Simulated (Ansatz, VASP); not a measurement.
# Two plane-wave programs on P

INCAR

```
SYSTEM = P
PREC = Accurate
ENCUT = 520
EDIFF = 1E-6
ISMEAR = 0
SIGMA = 0.05
LREAL = .False.
LASPH = .True.
NELM = 80
ALGO = Normal
ISIF = 2
LWAVE = .False.
LCHARG = .False.
GGA = PE
NBANDS = 18
```

The input KPOINTS:

```
regular mesh
0
Gamma
  8 1 6
  0 0 0
```

POSCAR

```
P
1.0
    3.4068675095      0.0000000000      0.0000000000
    0.0000000000     36.1641696521      0.0000000000
    0.0000000000      0.0000000000      4.6320847100
P
4
Direct
    0.0000000000      0.9702614300      0.5921507200
    0.0000000000      0.0297385700      0.4078492800
    0.5000000000      0.0297385700      0.0921507200
    0.5000000000      0.9702614300      0.9078492800
```

Input for Ansatz:

```yaml
crystal:
  lattice:
    - [3.4068675095, 0.0, 0.0]
    - [0.0, 36.1641696521, 0.0]
    - [0.0, 0.0, 4.63208471]
  atoms:
    - { symbol: P, position: [0.0, 0.97026143, 0.59215072] }
    - { symbol: P, position: [0.0, 0.02973857, 0.40784928] }
    - { symbol: P, position: [0.5, 0.02973857, 0.09215072] }
    - { symbol: P, position: [0.5, 0.97026143, 0.90784928] }
basis:
  ecutwfc: 420
kpoints:
  mp_grid: { grid: [8, 1, 6] }
hamiltonian:
  xc: pbe
scf:
  occupations: { method: gaussian, width: 0.05 }
output:
  forces: true
  stress: true
  eigenvalues: true
```

Change from the starting cell: strain +0.0375 x Voigt [1, 1, 0, 0, 0, 0], atoms carried along.

Alike in both runs: task single point; functional PBE; k mesh 8 × 1 × 6; occupations gaussian, width 0.05 eV; no spin polarisation.

|  | VASP | Ansatz |
| --- | --- | --- |
| version | VASP 6.6.1 | Ansatz 0.2.0 |
| potentials or method | VASP PAW PBE potentials, release 64 (P), cutoff 520 eV | scalar-relativistic, plane waves, PAW |
| valence electrons in the cell | 20 | 20 |

VASP gave:

```
gap on the k mesh at the Fermi level (eV) : 0.80
least direct gap on the mesh (eV)         : 0.80
rms of the force components (eV/Å)        : 0.265
```

Which values does Ansatz return?

gap on the k mesh at the Fermi level (eV): 0.78; least direct gap on the mesh (eV): 0.78; rms of the force components (eV/Å): 0.259.

Atom by atom the forces differ by 0.025 eV/Å (rms over components).
